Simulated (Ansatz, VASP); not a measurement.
# Sn in VASP and in Ansatz

File INCAR:

```
ALGO = Normal
DIPOL = 0.5 0.5 0.500
EDIFF = 1E-6
ENCUT = 520
GGA = PE
IDIPOL = 3
ISIF = 2
ISMEAR = 0
LASPH = T
LCHARG = F
LDIPOL = T
LREAL = F
LWAVE = F
NBANDS = 36
NELM = 100
PREC = Accurate
SIGMA = 0.1
```

The input KPOINTS:

```
k-points
0
Gamma
  11 6 1
```

File POSCAR:

```
Sn
1.0
    3.2137631472      0.0000000000      0.0000000000
    0.0000000000      5.9459077624      0.0000000000
    0.0000000000      0.0000000000     17.9729538812
Sn
4
Direct
    0.5000000000      0.5000000000      0.4172936764
    0.2500000000      0.0000000000      0.4172936764
    0.0000000000      0.0000000000      0.5827063236
    0.7500000000      0.5000000000      0.5827063236
```

Input for Ansatz:

```yaml
crystal:
  lattice:
    - [3.2137631472, 0.0, 0.0]
    - [0.0, 5.9459077624, 0.0]
    - [0.0, 0.0, 17.9729538812]
  atoms:
    - { symbol: Sn, position: [0.5, 0.5, 0.4172936764] }
    - { symbol: Sn, position: [0.25, 0.0, 0.4172936764] }
    - { symbol: Sn, position: [0.0, 0.0, 0.5827063236] }
    - { symbol: Sn, position: [0.75, 0.5, 0.5827063236] }
basis:
  ecutwfc: 420
kpoints:
  mp_grid: { grid: [11, 6, 1] }
hamiltonian:
  xc: pbe
scf:
  occupations: { method: gaussian, width: 0.1 }
output:
  forces: true
  stress: true
  eigenvalues: true
  write_density: true
  write_potential: true
  elf: true
  volumetric_format: npy
efield:
  axis: 3
  dipole_correction: true
```

Alike in both runs: task single point; functional PBE; k mesh 11 × 6 × 1; occupations gaussian, width 0.1 eV; no spin polarisation.

|  | VASP | Ansatz |
| --- | --- | --- |
| version | VASP 6.6.1 | Ansatz 0.2.0 |
| potentials or method | VASP PAW PBE potentials, release 64 (Sn_d), cutoff 520 eV | scalar-relativistic, plane waves, PAW |
| valence electrons in the cell | 56 | 56 |

```tsv
	VASP	Ansatz	Ansatz less VASP
gap on the k mesh at the Fermi level (eV)	none	none	-
rms of the force components (eV/Å)	0.160	0.160	+0.0007
```

Atom by atom the forces differ by 0.001 eV/Å (rms over components). A gap of «none» marks a metal or a gap that the smearing closes. Ansatz's warnings: xc potential rough in thin density.
